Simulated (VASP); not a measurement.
# Ti (Cmcm) in VASP: single point with r2SCAN

Aim: the single point of Ti with r2SCAN.

All numbers are computed with VASP 6.6.1; they aren't measurements. Logs are shortened: lines on timing, memory, paths and dates and some standing lists are left out, and cuts for length are marked.

## Step 1: The cell of the first run

The structure is orthorhombic, space group Cmcm (No. 63). Conventional cell: a = 3.258 Å, b = 5.084 Å, c = 4.963 Å, α = 90.00°, β = 90.00°, γ = 90.00°. Ti (site symmetry m2m) has 12 Ti at 3.00 to 3.26 Å within 4.0 Å.

## Step 2: Single point, r2SCAN (normal strain along x +0.1100, normal strain along z +0.0700)

Input file POSCAR:

```
Ti
1.0
    3.2579476360      0.0000000000      0.0000000000
   -1.6289738180      2.5418607360      0.0000000000
    0.0000000000      0.0000000000      4.9631078732
Ti
2
Direct
    0.3333333333      0.6666666667      0.2500000000
    0.6666666667      0.3333333333      0.7500000000
```

Input file INCAR.step1:

```
PREC = Accurate
ENCUT = 520
ISMEAR = 1
SIGMA = 0.05
LREAL = False
LASPH = True
NELM = 100
NBANDS = 19
GGA = PE
ALGO = Normal
EDIFF = 1E-4
LWAVE = True
LCHARG = False
```

Input file INCAR.step2:

```
PREC = Accurate
ENCUT = 520
EDIFF = 1E-6
ISMEAR = 1
SIGMA = 0.05
LREAL = False
LASPH = True
NELM = 100
ALGO = Normal
ISIF = 2
LWAVE = False
LCHARG = True
METAGGA = R2SCAN
LMIXTAU = True
LELF = True
LVHAR = True
NBANDS = 19
ISTART = 1
```

Input file KPOINTS:

```
Automatic mesh
0
Gamma
  18 18 10
```

Potentials or basis: VASP PAW PBE potentials, release 64 (Ti_sv).

Run with:

```console
cat potpaw_PBE.64/Ti_sv/POTCAR > POTCAR
cp INCAR.step1 INCAR
mpirun -np 1 vasp_std > vasp.out
cp INCAR.step2 INCAR
mpirun -np 1 vasp_std > vasp.out
```

OUTCAR:

```text
PREC = Accurate
   ENCUT = 520
   EDIFF = 1E-6
   ISMEAR = 1
   LREAL = False
   LASPH = True
   NELM = 100
   ISIF = 2
   METAGGA = R2SCAN
   ISTART = 1

 ion  position               nearest neighbor table
   1  0.333  0.667  0.250-
   2  0.667  0.333  0.750-

  Warning from LATTYP: Monoclinic adjustment (A1->A3, A2->A1, A3->A2)!
  LATTYP: Found a base centered orthorhombic cell.
 ALAT       =     3.2579476360
 B/A-ratio  =     1.5604061329
 C/A-ratio  =     1.5233847894

  Lattice vectors:

 A1 = (   1.6289738180,  -2.5418607360,   0.0000000000)
 A2 = (   1.6289738180,   2.5418607360,   0.0000000000)
 A3 = (   0.0000000000,   0.0000000000,   4.9631078732)

Analysis of symmetry for initial positions (statically):
=====================================================================
 Subroutine PRICEL returns:
 Original cell was already a primitive cell.

 Routine SETGRP: Setting up the symmetry group for a
 base centered orthorhombic supercell.

 Subroutine GETGRP returns: Found  8 space group operations
 (whereof  4 operations were pure point group operations)
 out of a pool of  8 trial point group operations.

The static configuration has the point symmetry C_2h.
 The point group associated with its full space group is D_2h.

Analysis of symmetry for dynamics (positions and initial velocities):
=====================================================================
 Subroutine PRICEL returns:
 Original cell was already a primitive cell.

 Routine SETGRP: Setting up the symmetry group for a
 base centered orthorhombic supercell.

 Subroutine GETGRP returns: Found  8 space group operations
 (whereof  4 operations were pure point group operations)
 out of a pool of  8 trial point group operations.

The dynamic configuration has the point symmetry C_2h.
 The point group associated with its full space group is D_2h.

 Subroutine INISYM returns: Found  8 space group operations
 (whereof  4 operations are pure point group operations),
 and found     1 'primitive' translations

----------------------------------------------------------------------------------------

                                     Primitive cell

  volume of cell :      41.1007

  direct lattice vectors                    reciprocal lattice vectors
     3.257947636  0.000000000  0.000000000     0.306941704  0.196706292  0.000000000
    -1.628973818  2.541860736  0.000000000     0.000000000  0.393412584  0.000000000
     0.000000000  0.000000000  4.963107873     0.000000000  0.000000000  0.201486654

  length of vectors
     3.257947636  3.019041520  4.963107873     0.364563541  0.393412584  0.201486654

  position of ions in fractional coordinates (direct lattice)
     0.333333333  0.666666667  0.250000000
     0.666666667  0.333333333  0.750000000

  ion indices of the primitive-cell ions
   primitive index   ion index
                 1           1
                 2           2

----------------------------------------------------------------------------------------

 KPOINTS: Automatic mesh

Automatic generation of k-mesh.
 Grid dimensions read from file:
 generate k-points for:   18   18   10

 Generating k-lattice:

  Cartesian coordinates                     Fractional coordinates (reciprocal lattice)
     0.017052317  0.010928127  0.000000000     0.055555556  0.000000000  0.000000000
     0.000000000  0.021856255  0.000000000     0.000000000  0.055555556  0.000000000
     0.000000000  0.000000000  0.020148665     0.000000000  0.000000000  0.100000000

  Length of vectors
     0.020253530  0.021856255  0.020148665

  Shift w.r.t. Gamma in fractional coordinates (k-lattice)
     0.000000000  0.000000000  0.000000000

 Subroutine IBZKPT returns following result:
 ===========================================

 Found    546 irreducible k-points:

 Following reciprocal coordinates:
            Coordinates               Weight
  0.000000  0.000000  0.000000      1.000000
  0.055556  0.000000  0.000000      4.000000
  0.111111  0.000000  0.000000      4.000000
  0.166667  0.000000  0.000000      4.000000
  0.222222  0.000000  0.000000      4.000000
  0.277778  0.000000  0.000000      4.000000
[... 16 lines left out ...]
 -0.333333  0.055556  0.000000      4.000000
 -0.277778  0.055556  0.000000      4.000000
 [... further k-points ...]
   k-points           NKPTS =    546   k-points in BZ     NKDIM =    546   number of bands    NBANDS=     19
   number of dos      NEDOS =    301   number of ions     NIONS =      2
   total plane-waves  NPLWV =  23040
   dimension x,y,z NGX =    24 NGY =   24 NGZ =   40
   dimension x,y,z NGXF=    48 NGYF=   48 NGZF=   80
   ions per type =               2
   NGX,Y,Z   is equivalent  to a cutoff of  12.25, 13.22, 13.40 a.u.
   NGXF,Y,Z  is equivalent  to a cutoff of  24.49, 26.43, 26.80 a.u.
 SYSTEM =  unknown system
   PREC   = accura    normal or accurate (medium, high low for compatibility)
   ISTART =      1    job   : 0-new  1-cont  2-samecut
   ICHARG =      0    charge: 1-file 2-atom 10-const
   ISPIN  =      1    spin polarized calculation?
   LNONCOLLINEAR =      F non collinear calculations
   LSORBIT =      F    spin-orbit coupling
   LASPH  =      T    aspherical Exc in radial PAW
   ENCUT  =  520.0 eV  38.22 Ry    6.18 a.u.   6.06  5.61  9.23*2*pi/ulx,y,z
   NELM   =    100;   NELMIN=  2; NELMDL=  0     # of ELM steps
   EDIFF  = 0.1E-05   stopping-criterion for ELM
   LREAL  =      F    real-space projection
   EDIFFG = 0.1E-04   stopping-criterion for IOM
   NSW    =      0    number of steps for IOM
   IBRION =     -1    ionic relax: 0-MD 1-quasi-New 2-CG
   NFREE  =      0    steps in history (QN), initial steepest desc. (CG)
   ISIF   =      2    stress and relaxation
   ISYM   =      2    0-nonsym 1-usesym 2-fastsym
   POTIM  = 0.5000    time-step for ionic-motion
   TEBEG  =    0.0;   TEEND  =   0.0 temperature during run
   PSTRESS=    0.0 pullay stress
   NELECT =      24.0000    total number of electrons
   NUPDOWN=      -1.0000    fix difference up-down
   EMIN   =  10.00;   EMAX   =-10.00  energy-range for DOS
   EFERMI =   0.00;   METHOD = LEGACY
   ISMEAR =     1;   SIGMA  =   0.05  broadening in eV -4-tet -1-fermi 0-gaus
   EFERMI_NEDOS =   21; number of points for ismear=-14 and -15
   IALGO  =     38    algorithm
   IMIX   =      4    mixing-type and parameters
     AMIX     =   0.40;   BMIX     =  1.00
     AMIX_MAG =   1.60;   BMIX_MAG =  1.00
  volume/ion in A,a.u.               =      20.55       138.68
  Fermi-wavevector in a.u.,A,eV,Ry     =   1.368344  2.585796 25.475088  1.872366
  Thomas-Fermi vector in A             =   2.494317
   LORBIT       =      0    0 simple, 1 ext, 2 COOP (PROOUT), +10 PAW based schemes
   METAGGA = R2SCAN    functional components
   LHFCALC =     F    Hartree Fock is set to
   AEXX    =    0.0000 exact exchange contribution
   IVDW    =     0    specifies the selected vdW correction
   LEPSILON=     F    determine dielectric tensor
   LRPA    =     F    only Hartree local field effects (RPA)
 non-spin polarized calculation
 Methfessel and Paxton  Order N= 1 SIGMA  =   0.05
  energy-cutoff  :      520.00
  volume of cell :       41.10
 maximum number of plane-waves:      1132
   NGX = 13   NGY = 11   NGZ = 19

 number of electron      23.9999997 magnetization

 Free energy of the ion-electron system (eV)
  ---------------------------------------------------
  ext. energy  EPLUGINS =         0.00000000
  ---------------------------------------------------
  free energy    TOTEN  =       -25.49888452 eV

  energy without entropy =      -25.49875943  energy(sigma->0) =      -25.49884283

 E-fermi :   6.6915     XC(G=0): -11.5586

 val. band max:        6.6907996874   @ k =   0.3889   0.2778   0.2000
 cond. band min:       6.6929728269   @ k =   0.3333   0.2222   0.3000
 fundamental gap:      0.0021731396
 Fermi energy:         6.6914808858

 k-point     1 :       0.0000    0.0000    0.0000
  band No.  band energies     occupation
      1     -52.8452      2.00000
      2     -52.7771      2.00000
      3     -28.2343      2.00000
      4     -27.8566      2.00000
      5     -27.8228      2.00000
      6     -27.8040      2.00000
[... 11 lines left out ...]
     18       8.3686      0.00000
     19       9.3791      0.00000

 k-point     2 :       0.0556    0.0000    0.0000
  band No.  band energies     occupation
      1     -52.8437      2.00000
      2     -52.7765      2.00000
      3     -28.2306      2.00000
      4     -27.8619      2.00000
      5     -27.8243      2.00000
      6     -27.8126      2.00000
[... 11 lines left out ...]
     18       8.3738      0.00000
     19       9.4859      0.00000

 k-point     3 :       0.1111    0.0000    0.0000
  band No.  band energies     occupation
      1     -52.8393      2.00000
      2     -52.7746      2.00000
      3     -28.2196      2.00000
      4     -27.8800      2.00000
      5     -27.8295      2.00000
      6     -27.8289      2.00000
[... 11 lines left out ...]
     18       8.4209      0.00000
     19       9.5677      0.00000

 k-point     4 :       0.1667    0.0000    0.0000
  band No.  band energies     occupation
      1     -52.8324      2.00000
      2     -52.7719      2.00000
      3     -28.2020      2.00000
      4     -27.9131      2.00000
      5     -27.8593      2.00000
      6     -27.8366      2.00000
[... 407 lines left out ...]
     18       9.3683      0.00000
     19       9.7550      0.00000

 k-point    23 :      -0.3333    0.0556    0.0000
  band No.  band energies     occupation
      1     -52.8101      2.00000
      2     -52.7650      2.00000
      3     -28.1397      2.00000
      4     -28.0188      2.00000
      5     -27.9630      2.00000
      6     -27.8699      2.00000
[... 11 lines left out ...]
     18       9.1448      0.00000
     19       9.7294      0.00000

 k-point    24 :      -0.2778    0.0556    0.0000
  band No.  band energies     occupation
      1     -52.8196      2.00000
      2     -52.7678      2.00000
      3     -28.1667      2.00000
      4     -27.9712      2.00000
      5     -27.9199      2.00000
      6     -27.8569      2.00000
[... 11 lines left out ...]
     18       8.9227      0.00000
     19       9.6962      0.00000

 [... further k-points ...]

------------------------ aborting loop because EDIFF is reached ----------------------------------------

  FORCE on cell =-STRESS in cart. coord.  units (eV):
  Direction    XX          YY          ZZ          XY          YZ          ZX
  --------------------------------------------------------------------------------------
  -------------------------------------------------------------------------------------
  Total       -4.7935694     -2.1797117     -4.0114778      0.0000000     -0.0000000      0.0000000
  in kB     -186.8615863    -84.9689156   -156.3743093      0.0000000     -0.0000000      0.0000000
  external PRESSURE =    -142.7349371 kB  Pullay stress =       0.0000000 kB

 VOLUME and BASIS-vectors are now :
 -----------------------------------------------------------------------------
  energy-cutoff  :      520.00
  volume of cell :       41.10
      direct lattice vectors                 reciprocal lattice vectors
     3.257947636  0.000000000  0.000000000     0.306941704  0.196706292  0.000000000
    -1.628973818  2.541860736  0.000000000     0.000000000  0.393412584  0.000000000
     0.000000000  0.000000000  4.963107873     0.000000000  0.000000000  0.201486654

 POSITION                                       TOTAL-FORCE (eV/Angst)
 -----------------------------------------------------------------------------------
     -0.00000      1.69457      1.24078         0.000000     -0.273499     -0.000000
      1.62897      0.84729      3.72233        -0.000000      0.273499      0.000000
 -----------------------------------------------------------------------------------
    total drift:                               -0.000000      0.000000     -0.000000

  FREE ENERGIE OF THE ION-ELECTRON SYSTEM (eV)
  ---------------------------------------------------
  free  energy   TOTEN  =       -25.4988845212 eV

  energy  without entropy=      -25.4987594335  energy(sigma->0) =      -25.49884283
```

Run time: 24 min. Hardware: 1 thread of Intel Xeon 8259CL, shared host; peak memory 0.45 GiB.

What came out:

| Quantity | Value |
| --- | --- |
| Free energy | -25.4989 eV |
| Pressure | -14.3 GPa |
| Largest force | 0.273 eV/Å |
| Band gap on the k mesh | zero (bands 12 and 13 overlap by 0.86 eV) |

Forces on the atoms (eV/Å):
```
Ti   0.000 -0.273  0.000
Ti   0.000  0.273  0.000
```

Stress tensor (GPa, compression positive):
```
-18.69   0.00   0.00
  0.00  -8.50   0.00
  0.00   0.00 -15.64
```

Levels at points of the mesh, in eV from the Fermi level:
| k point | band 8 | band 9 | band 10 | band 11 | band 12 | band 13 | band 14 | band 15 | band 16 | band 17 |
| --- | --- | --- | --- | --- | --- | --- | --- | --- | --- | --- |
| (0.00, 0.00, 0.00) | -34.44 | -6.17 | -2.45 | 0.11 | 0.25 | 0.71 | 0.76 | 1.36 | 1.50 | 1.67 |
| (0.50, 0.00, 0.00) | -34.48 | -2.33 | -1.79 | -1.52 | -1.01 | 0.36 | 0.84 | 0.97 | 2.76 | 2.93 |
| (0.00, 0.50, 0.00) | -34.57 | -2.11 | -1.83 | -1.49 | -0.46 | 0.21 | 0.67 | 1.34 | 3.00 | 3.05 |
| (0.00, 0.00, 0.50) | -34.46 | -4.47 | -4.47 | 0.03 | 0.03 | 0.26 | 0.26 | 1.23 | 1.23 | 2.37 |
| (0.50, 0.00, 0.50) | -34.53 | -2.27 | -2.27 | -0.73 | -0.73 | 0.71 | 0.71 | 1.81 | 1.81 | 2.82 |
| (0.00, 0.50, 0.50) | -34.60 | -2.13 | -2.13 | -0.65 | -0.65 | 1.31 | 1.31 | 1.36 | 1.36 | 3.14 |

Caveat: the cell differs from its parent crystal (normal strain along x +0.1100, normal strain along z +0.0700); the stress differs along the axes, from -19 to -8 GPa; the PAW data sets were made with another functional, which shifts forces and pressure a little.
